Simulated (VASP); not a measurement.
# Sr (Fm-3m) in VASP: notebook

Runs on Sr. Level: PBE. Tasks: single point.

All numbers are computed with VASP 6.6.1; they aren't measurements. Logs are shortened: lines on timing, memory, paths and dates and some standing lists are left out, and cuts for length are marked.

## Step 1: The cell of the first run

Symmetry: Fm-3m, No. 225, cubic system. Conventional cell: a = 6.038 Å, b = 6.038 Å, c = 6.038 Å, α = 90.00°, β = 90.00°, γ = 90.00°. Sr (site symmetry m-3m) has 12 Sr at 4.27 Å within 5.6 Å.

## Step 2: Single point, PBE

INCAR reads:

```
SYSTEM = Sr
ALGO = Normal
EDIFF = 1E-7
ENCUT = 520
GGA = PE
ISIF = 2
ISMEAR = -1
LASPH = .TRUE.
LCHARG = .FALSE.
LREAL = .FALSE.
LWAVE = .FALSE.
NBANDS = 11
NELM = 60
PREC = Accurate
SIGMA = 0.1
```

KPOINTS reads:

```
k-points
0
G
  9 9 9
  0 0 0
```

POSCAR reads:

```
Sr
1.0
    0.0000000000      3.0191365063      3.0191365063
    3.0191365063      0.0000000000      3.0191365063
    3.0191365063      3.0191365063      0.0000000000
Sr
1
Direct
    0.0000000000      0.0000000000      0.0000000000
```

Potentials or basis: VASP PAW PBE potentials, release 64 (Sr_sv).

Launch:

```
$ cat potpaw_PBE.64/Sr_sv/POTCAR > POTCAR
$ mpirun -np 1 vasp_std > vasp.out
```

OUTCAR:

```text
SYSTEM = Sr
   EDIFF = 1E-7
   ENCUT = 520
   GGA = PE
   ISIF = 2
   ISMEAR = -1
   LASPH = .TRUE.
   LREAL = .FALSE.
   NELM = 60
   PREC = Accurate

 ion  position               nearest neighbor table
   1  0.000  0.000  0.000-

  LATTYP: Found a face centered cubic cell.
 ALAT       =     6.0382730126

  Lattice vectors:

 A1 = (   0.0000000000,   3.0191365063,   3.0191365063)
 A2 = (   3.0191365063,   0.0000000000,   3.0191365063)
 A3 = (   3.0191365063,   3.0191365063,   0.0000000000)

Analysis of symmetry for initial positions (statically):
=====================================================================
 Subroutine PRICEL returns:
 Original cell was already a primitive cell.

 Routine SETGRP: Setting up the symmetry group for a
 face centered cubic supercell.

 Subroutine GETGRP returns: Found 48 space group operations
 (whereof 48 operations were pure point group operations)
 out of a pool of 48 trial point group operations.

The static configuration has the point symmetry O_h .

Analysis of symmetry for dynamics (positions and initial velocities):
=====================================================================
 Subroutine PRICEL returns:
 Original cell was already a primitive cell.

 Routine SETGRP: Setting up the symmetry group for a
 face centered cubic supercell.

 Subroutine GETGRP returns: Found 48 space group operations
 (whereof 48 operations were pure point group operations)
 out of a pool of 48 trial point group operations.

The dynamic configuration has the point symmetry O_h .

 Subroutine INISYM returns: Found 48 space group operations
 (whereof 48 operations are pure point group operations),
 and found     1 'primitive' translations

----------------------------------------------------------------------------------------

                                     Primitive cell

  volume of cell :      55.0400

  direct lattice vectors                    reciprocal lattice vectors
     0.000000000  3.019136506  3.019136506    -0.165610266  0.165610266  0.165610266
     3.019136506  0.000000000  3.019136506     0.165610266 -0.165610266  0.165610266
     3.019136506  3.019136506  0.000000000     0.165610266  0.165610266 -0.165610266

  length of vectors
     4.269703794  4.269703794  4.269703794     0.286845395  0.286845395  0.286845395

  position of ions in fractional coordinates (direct lattice)
     0.000000000  0.000000000  0.000000000

  ion indices of the primitive-cell ions
[... 79 lines left out ...]
   NFREE  =      0    steps in history (QN), initial steepest desc. (CG)
   ISIF   =      2    stress and relaxation
   ISYM   =      2    0-nonsym 1-usesym 2-fastsym
   POTIM  = 0.5000    time-step for ionic-motion
   TEBEG  =    0.0;   TEEND  =   0.0 temperature during run
   PSTRESS=    0.0 pullay stress
   NELECT =      10.0000    total number of electrons
   NUPDOWN=      -1.0000    fix difference up-down
   EMIN   =  10.00;   EMAX   =-10.00  energy-range for DOS
   EFERMI =   0.00;   METHOD = LEGACY
   ISMEAR =    -1;   SIGMA  =   0.10  broadening in eV -4-tet -1-fermi 0-gaus
   EFERMI_NEDOS =   21; number of points for ismear=-14 and -15
   IALGO  =     38    algorithm
   IMIX   =      4    mixing-type and parameters
     AMIX     =   0.40;   BMIX     =  1.00
     AMIX_MAG =   1.60;   BMIX_MAG =  1.00
  volume/ion in A,a.u.               =      55.04       371.43
  Fermi-wavevector in a.u.,A,eV,Ry     =   0.927218  1.752189 11.697393  0.859734
  Thomas-Fermi vector in A             =   2.053265
   LORBIT       =      0    0 simple, 1 ext, 2 COOP (PROOUT), +10 PAW based schemes
   GGA     = PE    functional components
   LHFCALC =     F    Hartree Fock is set to
   AEXX    =    0.0000 exact exchange contribution
   IVDW    =     0    specifies the selected vdW correction
   LEPSILON=     F    determine dielectric tensor
   LRPA    =     F    only Hartree local field effects (RPA)
 non-spin polarized calculation
  energy-cutoff  :      520.00
  volume of cell :       55.04
 maximum number of plane-waves:      1491
   NGX = 15   NGY = 15   NGZ = 15

 number of electron      10.0000000 magnetization

 Free energy of the ion-electron system (eV)
  ---------------------------------------------------
  ext. energy  EPLUGINS =         0.00000000
  ---------------------------------------------------
  free energy    TOTEN  =        -1.65766224 eV

  energy without entropy =       -1.61244442  energy(sigma->0) =       -1.63505333

 E-fermi :   1.5623     XC(G=0):  -7.3476

 val. band max:        1.5238980765   @ k =  -0.3333   0.4444   0.2222
 cond. band min:       1.6107936915   @ k =  -0.4444   0.2222   0.0000
 fundamental gap:      0.0868956150
 Fermi energy:         1.5623459186

 k-point     1 :       0.0000    0.0000    0.0000
  band No.  band energies     occupation
      1     -35.0377      2.00000
      2     -16.9260      2.00000
      3     -16.9260      2.00000
      4     -16.9260      2.00000
      5      -2.0631      2.00000
      6       3.9242      0.00000
      7       3.9242      0.00000
      8       3.9242      0.00000
      9       5.3901      0.00000
     10       5.3901      0.00000
     11       8.6812      0.00000
[... 309 lines left out ...]
 k-point    24 :       0.4444    0.4444    0.0000
  band No.  band energies     occupation
      1     -35.0199      2.00000
      2     -17.1041      2.00000
      3     -16.9949      2.00000
      4     -16.9949      2.00000
      5       0.8146      1.99887
      6       1.9668      0.03442
      7       2.6625      0.00003
      8       6.1781      0.00000
      9       6.1781      0.00000
     10       6.3976      0.00000
     11       7.5138      0.00000

 [... further k-points ...]

------------------------ aborting loop because EDIFF is reached ----------------------------------------

  FORCE on cell =-STRESS in cart. coord.  units (eV):
  Direction    XX          YY          ZZ          XY          YZ          ZX
  --------------------------------------------------------------------------------------
  -------------------------------------------------------------------------------------
  Total        0.0037221      0.0037221      0.0037221      0.0000000     -0.0000000      0.0000000
  in kB        0.1083483      0.1083483      0.1083483      0.0000000     -0.0000000      0.0000000
  external PRESSURE =       0.1083483 kB  Pullay stress =       0.0000000 kB

 VOLUME and BASIS-vectors are now :
 -----------------------------------------------------------------------------
  energy-cutoff  :      520.00
  volume of cell :       55.04
      direct lattice vectors                 reciprocal lattice vectors
     0.000000000  3.019136506  3.019136506    -0.165610266  0.165610266  0.165610266
     3.019136506  0.000000000  3.019136506     0.165610266 -0.165610266  0.165610266
     3.019136506  3.019136506  0.000000000     0.165610266  0.165610266 -0.165610266

 POSITION                                       TOTAL-FORCE (eV/Angst)
 -----------------------------------------------------------------------------------
      0.00000      0.00000      0.00000         0.000000      0.000000      0.000000
 -----------------------------------------------------------------------------------
    total drift:                                0.000000      0.000000      0.000000

  FREE ENERGIE OF THE ION-ELECTRON SYSTEM (eV)
  ---------------------------------------------------
  free  energy   TOTEN  =        -1.6576622439 eV

  energy  without entropy=       -1.6124444249  energy(sigma->0) =       -1.63505333
```

Run time: 8.3 s. Hardware: 1 thread of Intel Xeon 6975P-C (Granite Rapids), shared host; peak memory 0.17 GiB.

Results:

| Property | Result |
| --- | --- |
| Free energy | -1.6577 eV |
| Pressure | 0.0 GPa |
| Band gap on the k mesh | 0.09 eV, indirect (least direct gap 0.23 eV) |

## Step 3: Single point, PBE

INCAR reads:

```
SYSTEM = Sr
  PREC = Accurate
  ENCUT = 520
  EDIFF = 1E-6
  ISMEAR = -1
  SIGMA = 0.01
  LREAL = .FALSE.
  LASPH = .TRUE.
  NELM = 60
  ALGO = Normal
  ISIF = 2
  LWAVE = .FALSE.
  LCHARG = .FALSE.
  GGA = PE
  NBANDS = 11
```

KPOINTS reads:

```
Automatic mesh
0
G
  9 9 9
  0 0 0
```

POSCAR is that of step 2.

Potentials or basis: VASP PAW PBE potentials, release 64 (Sr_sv).

Launch:

```
$ cat potpaw_PBE.64/Sr_sv/POTCAR > POTCAR
$ mpirun -np 1 vasp_std > vasp.out
```

It took 6.2 s on 1 thread of Intel Xeon 6975P-C (Granite Rapids), shared host; peak memory 0.17 GiB.

The run converged. Its results:

| Property | Result |
| --- | --- |
| Free energy | -1.6355 eV |
| Pressure | -0.1 GPa |
| Band gap on the k mesh | 0.09 eV, indirect (least direct gap 0.23 eV) |

Levels at points of the mesh, in eV from the valence-band top:
| k point | band 1 | band 2 | band 3 | band 4 | band 5 | band 6 | band 7 | band 8 | band 9 | band 10 |
| --- | --- | --- | --- | --- | --- | --- | --- | --- | --- | --- |
| (0.00, 0.00, 0.00) | -36.56 | -18.45 | -18.45 | -18.45 | -3.59 | 2.40 | 2.40 | 2.40 | 3.87 | 3.87 |

A k mesh can miss the band edges.

## Step 4: Single point, PBE

INCAR reads:

```
SYSTEM = Sr
PREC = Accurate
ENCUT = 520
EDIFF = 1E-6
ISMEAR = -1
SIGMA = 0.03
LREAL = .FALSE.
LASPH = .TRUE.
NELM = 60
ALGO = Normal
ISIF = 2
LWAVE = .FALSE.
LCHARG = .TRUE.
GGA = PE
LELF = .TRUE.
LVHAR = .TRUE.
NBANDS = 11
```

KPOINTS is that of step 3.

POSCAR is that of step 3.

Potentials or basis: VASP PAW PBE potentials, release 64 (Sr_sv).

Launch:

```
$ cat potpaw_PBE.64/Sr_sv/POTCAR > POTCAR
$ mpirun -np 1 vasp_std > vasp.out
```

OUTCAR:

```text
SYSTEM = Sr
   PREC = Accurate
   ENCUT = 520
   EDIFF = 1E-6
   ISMEAR = -1
   LREAL = .FALSE.
   LASPH = .TRUE.
   NELM = 60
   ISIF = 2
   GGA = PE

 ion  position               nearest neighbor table
   1  0.000  0.000  0.000-

  LATTYP: Found a face centered cubic cell.
 ALAT       =     6.0382730126

  Lattice vectors:

 A1 = (   0.0000000000,   3.0191365063,   3.0191365063)
 A2 = (   3.0191365063,   0.0000000000,   3.0191365063)
[... 514 lines left out ...]
     11       7.5144      0.00000

 [... further k-points ...]

------------------------ aborting loop because EDIFF is reached ----------------------------------------

  FORCE on cell =-STRESS in cart. coord.  units (eV):
  Direction    XX          YY          ZZ          XY          YZ          ZX
  --------------------------------------------------------------------------------------
  -------------------------------------------------------------------------------------
  Total       -0.0276236     -0.0276236     -0.0276236      0.0000000      0.0000000     -0.0000000
  in kB       -0.8041049     -0.8041049     -0.8041049      0.0000000      0.0000000     -0.0000000
  external PRESSURE =      -0.8041049 kB  Pullay stress =       0.0000000 kB

 VOLUME and BASIS-vectors are now :
 -----------------------------------------------------------------------------
  energy-cutoff  :      520.00
  volume of cell :       55.04
      direct lattice vectors                 reciprocal lattice vectors
     0.000000000  3.019136506  3.019136506    -0.165610266  0.165610266  0.165610266
     3.019136506  0.000000000  3.019136506     0.165610266 -0.165610266  0.165610266
     3.019136506  3.019136506  0.000000000     0.165610266  0.165610266 -0.165610266

 POSITION                                       TOTAL-FORCE (eV/Angst)
 -----------------------------------------------------------------------------------
      0.00000      0.00000      0.00000         0.000000      0.000000     -0.000000
 -----------------------------------------------------------------------------------
    total drift:                                0.000000      0.000000      0.000000

  FREE ENERGIE OF THE ION-ELECTRON SYSTEM (eV)
  ---------------------------------------------------
  free  energy   TOTEN  =        -1.6367280479 eV

  energy  without entropy=       -1.6330212616  energy(sigma->0) =       -1.63487465
```

It took 6.6 s on 1 thread of Intel Xeon 6975P-C (Granite Rapids), shared host; peak memory 0.17 GiB.

What came out:

* Free energy: -1.6367 eV
* Pressure: -0.1 GPa
* Band gap on the k mesh: 0.09 eV, indirect (least direct gap 0.23 eV)

Levels at points of the mesh, in eV from the valence-band top:
| k point | band 3 | band 4 | band 5 | band 6 | band 7 | band 8 |
| --- | --- | --- | --- | --- | --- | --- |
| (0.00, 0.00, 0.00) | -18.45 | -18.45 | -3.59 | 2.40 | 2.40 | 2.40 |

## Step 5: Summary

```csv
smearing,gap on the mesh (eV),pressure (GPa)
fermi-dirac 0.1 eV,0.09,0.0
fermi-dirac 0.01 eV,0.09,-0.1
fermi-dirac 0.03 eV,0.09,-0.1
```

Alike in all rows: task single point; level PBE; potentials or basis VASP PAW PBE potentials, release 64 (Sr_sv); no spin polarisation; cell as given; k mesh 9 × 9 × 9; cutoff (eV) 520.

On the cell as given the gap runs from 0.09 eV (PBE) to 0.09 eV (PBE).

Absolute energies hang on the potentials; compare differences alone.
